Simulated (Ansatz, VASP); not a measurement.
Te in VASP and in Ansatz

```
Te
1.0
     5.24041    0.00000    0.00000
    -2.62021    4.53833    0.00000
     0.00000    0.00000    5.82405
Te
3
Direct
  0.22047 0.00000 0.33333
  0.00000 0.22047 0.66667
  0.77953 0.77953 0.00000
```

Alike in both runs: task single point; functional BLYP; k mesh 7 × 7 × 5; occupations fermi-dirac, width 0.05 eV; no spin polarisation.

|  | VASP | Ansatz |
| --- | --- | --- |
| version | VASP 6.6.1 | Ansatz 0.2.0 |
| potentials or method | VASP PAW PBE potentials, release 64 (Te), cutoff 520 eV | plane waves (420 eV) with PAW, scalar-relativistic |
| valence electrons in the cell | 18 | 48 |

```tsv
	VASP	Ansatz	Ansatz less VASP
pressure (GPa)	1.3	1.2	-0.17
traceless stress, the component that is largest in VASP (GPa)	0.53	0.47	-0.055
```

VASP's potentials were made for PBE, not for BLYP. VASP's potentials hold 18 valence electrons a cell and Ansatz's 48, so a difference there can come from the potentials and not from the codes.

Spin-orbit coupling is off throughout.
